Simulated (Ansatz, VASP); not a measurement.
# One calculation of MgO, two programs

```
CELL_PARAMETERS angstrom
3.43408 0.00000 0.00000
-1.71704 2.97400 0.00000
0.00000 0.00000 4.11537
ATOMIC_POSITIONS crystal
Mg 0.66667 0.33333 0.75000
Mg 0.33333 0.66667 0.25000
O 0.66667 0.33333 0.25000
O 0.33333 0.66667 0.75000
```

Change from the starting cell: strain -0.015 along x and y, -0.015 along z, atoms carried along.

Alike in both runs: task single point; functional PBE; k mesh 6 × 6 × 6; occupations gaussian, width 0.05 eV; no spin polarisation.

|  | VASP | Ansatz |
| --- | --- | --- |
| version | VASP 6.6.1 | Ansatz 0.2.0 |
| potentials or method | VASP PAW PBE potentials, release 64 (Mg, O), cutoff 520 eV | scalar-relativistic, plane waves, PAW |
| valence electrons in the cell | 16 | 32 |

VASP gave:

```
gap on the k mesh at the Fermi level (eV)                     : 3.67
least direct gap on the mesh (eV)                             : 3.67
pressure (GPa)                                                : 11.1
traceless stress, the component that is largest in VASP (GPa) : 1.02
```

**Question.** Estimate Ansatz's values.

**Answer.** gap on the k mesh at the Fermi level (eV): 3.69; least direct gap on the mesh (eV): 3.69; pressure (GPa): 11.6; traceless stress, the component that is largest in VASP (GPa): 1.13.

VASP's potentials hold 16 valence electrons a cell and Ansatz's 32, so a difference there can come from the potentials and not from the codes.
